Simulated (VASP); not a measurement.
Write the native input for VASP 6.6.1 that does the following.

```
Task                   : single point
Functional             : PBE
Potentials or basis    : VASP PAW PBE potentials, release 64 (Mg, O)
Cutoff                 : 520 eV
k mesh                 : 9 × 9 × 6
Occupations            : gaussian, width 0.05 eV
Spin                   : no spin polarisation
Dipole correction      : no
Further INCAR settings : ALGO = Normal; EDIFF = 1e-07; NBANDS = 16
```

The structure of MgO lies in POSCAR:

```
MgO
1.0
    3.6974000000      0.0000000000      0.0000000000
   -1.8487000000      3.2020423279      0.0000000000
    0.0000000000      0.0000000000      4.4514000000
Mg O
2 2
Direct
    0.6666666667      0.3333333333      0.7500000000
    0.3333333333      0.6666666667      0.2500000000
    0.6666666667      0.3333333333      0.2500000000
    0.3333333333      0.6666666667      0.7500000000
```

The input as run:

INCAR

```
PREC = Accurate
ENCUT = 520
EDIFF = 1E-7
ISMEAR = 0
SIGMA = 0.05
LREAL = False
LASPH = True
NELM = 80
ALGO = Normal
ISIF = 2
LWAVE = False
LCHARG = False
GGA = PE
NBANDS = 16
```

KPOINTS

```
Automatic mesh
0
Gamma
  9 9 6
```

Potentials or basis: VASP PAW PBE potentials, release 64 (Mg, O).

Command:

```sh
$ cat potpaw_PBE.64/Mg/POTCAR potpaw_PBE.64/O/POTCAR > POTCAR
$ mpirun -np 1 vasp_std > vasp.out
```

Results of the run:

```json
{
 "Pressure": "-14.0 GPa",
 "Band gap on the k mesh": "2.55 eV"
}
```

Caveat: the cell stands under tension.

Wall time 60 s on 1 thread of AMD EPYC 7R43 64-Core Processor (Zen 3), with other jobs on the host, peak memory 0.15 GiB.
